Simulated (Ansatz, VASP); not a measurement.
**YFeC4N4 in VASP and in Ansatz**

```
Y Fe C N
1.0
     6.14645    0.00000    0.00000
     0.00000    6.14645    0.00000
     0.00000    0.00000    6.14645
Y Fe C N
1 1 4 4
Direct
  0.50000 0.50000 0.50000
  0.00000 0.00000 0.00000
  0.17841 0.17841 0.17841
  0.17841 0.82159 0.82159
  0.82159 0.17841 0.82159
  0.82159 0.82159 0.17841
  0.28969 0.28969 0.28969
  0.28969 0.71031 0.71031
  0.71031 0.28969 0.71031
  0.71031 0.71031 0.28969
```

Alike in both runs: functional PBE; k mesh 4 × 4 × 4; occupations gaussian, width 0.1 eV; collinear spin.

Ansatz relaxed the structure, and its values are those at the end. VASP's run is a single point on that final structure, the one shown.

|  | VASP | Ansatz |
| --- | --- | --- |
| version | VASP 6.6.1 | Ansatz 0.2.0 |
| potentials or method | VASP PAW PBE potentials, release 64 (Y_sv, Fe, C, N), cutoff 520 eV | scalar-relativistic, plane waves, PAW |
| valence electrons in the cell | 55 | 63 |

|  | VASP | Ansatz | Ansatz less VASP |
| --- | --- | --- | --- |
| gap on the k mesh at the Fermi level (eV) | 0.89 | 0.89 | -0.003 |
| least direct gap on the mesh (eV) | 0.89 | 0.89 | -0.003 |
| pressure (GPa) | 0.4 | 0.0 | -0.35 |
| rms of the force components (eV/Å) | 0.148 | 0.004 | -0.1437 |
| net moment per atom (μB) | 0.30 | 0.30 | 0.000 |
| size of the moment on the site where the two differ most (μB) | 2.19 | 1.86 | -0.333 |

Site moments also hang on the region over which each program counts them. One of these differences is far larger than is usual between the two programs; its cause wasn't traced. VASP's potentials hold 55 valence electrons a cell and Ansatz's 63, so a difference there can come from the potentials and not from the codes.

Noted on VASP's run: the standard files for N, O and F lose accuracy on very short bonds.
